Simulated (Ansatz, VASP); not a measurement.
**One calculation of Au3C, two programs**

```xyz
4
Lattice="2.9402 0.0000 0.0000 -1.4701 2.5463 0.0000 0.0000 0.0000 21.8975" Properties=species:S:1:pos:R:3 pbc="T T T"
Au    1.4701    0.8488    4.0000
Au    0.0000    1.6975    6.4492
Au    0.0000    0.0000    8.8975
C     3.9203   -2.2634   12.7675
```

Alike in both runs: task single point; functional PBE; k mesh 9 × 9 × 1; occupations gaussian, width 0.1 eV; no spin polarisation.

|  | VASP | Ansatz |
| --- | --- | --- |
| version | VASP 6.6.1 | Ansatz 0.2.0 |
| potentials or method | VASP PAW PBE potentials, release 64 (Au, C), cutoff 520 eV | scalar-relativistic, plane waves, PAW |
| valence electrons in the cell | 37 | 61 |

```csv
,VASP,Ansatz,Ansatz less VASP
gap on the k mesh at the Fermi level (eV),none,none,-
rms of the force components (eV/Å),0.062,0.061,-0.0011
```

Atom by atom the forces differ by 0.003 eV/Å (rms over components). A gap of «none» marks a metal or a gap that the smearing closes. VASP's potentials hold 37 valence electrons a cell and Ansatz's 61, so a difference there can come from the potentials and not from the codes.

Neither program's run includes spin-orbit coupling.
